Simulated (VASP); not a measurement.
A run of VASP 6.6.1 is set up as follows.

INCAR

```
ALGO     = Normal         # electronic algorithm
EDIFF    = 1E-6           # SCF threshold, eV
ENCUT    = 500            # plane-wave cutoff, eV
GGA      = PE             # functional
GGA_COMPAT= False        
ISIF     = 2              # what is computed and relaxed
ISMEAR   = 0              # smearing method
LASPH    = True           # aspherical terms in the spheres
LCHARG   = False          # write CHGCAR
LREAL    = False          # projectors in reciprocal space
LWAVE    = False          # write WAVECAR
NBANDS   = 30             # bands
NELM     = 120            # most SCF steps
PREC     = Accurate       # precision mode
SIGMA    = 0.2            # smearing width, eV
```

The input KPOINTS:

```
k-points
0
Gamma
  4 4 4
```

File POSCAR:

```
TaSi4W
1.0
    0.0000000000      3.4427316283      3.4427316283
    3.4427316283      0.0000000000      3.4427316283
    3.4427316283      3.4427316283      0.0000000000
Ta Si W
1 4 1
Direct
    0.7500000000      0.7500000000      0.7500000000
    0.3746944380      0.3746944380      0.8759166859
    0.8759166859      0.3746944380      0.3746944380
    0.3746944380      0.3746944380      0.3746944380
    0.3746944380      0.8759166859      0.3746944380
    0.0000000000      0.0000000000      0.0000000000
```

Potentials or basis: VASP PAW PBE potentials, release 64 (Ta_pv, Si, W_sv).

Command:

```sh
$ cat potpaw_PBE.64/Ta_pv/POTCAR potpaw_PBE.64/Si/POTCAR potpaw_PBE.64/W_sv/POTCAR > POTCAR
$ mpirun -np 1 vasp_std > vasp.out
```

Task: What does it give for the band gap on the k mesh?

Result: Zero (an odd number of electrons rules out a gap without spin polarisation).

Task: What does it give for the pressure?

Result: -0.1 GPa.

Caveat: the k points lie up to 0.40 Å⁻¹ apart, too coarse for converged energies and pressures of a metal; spin-orbit coupling is left out, which moves the levels of the heavy elements; an odd number of electrons without spin polarisation forces a metal; a magnetic or distorted state may lie lower.
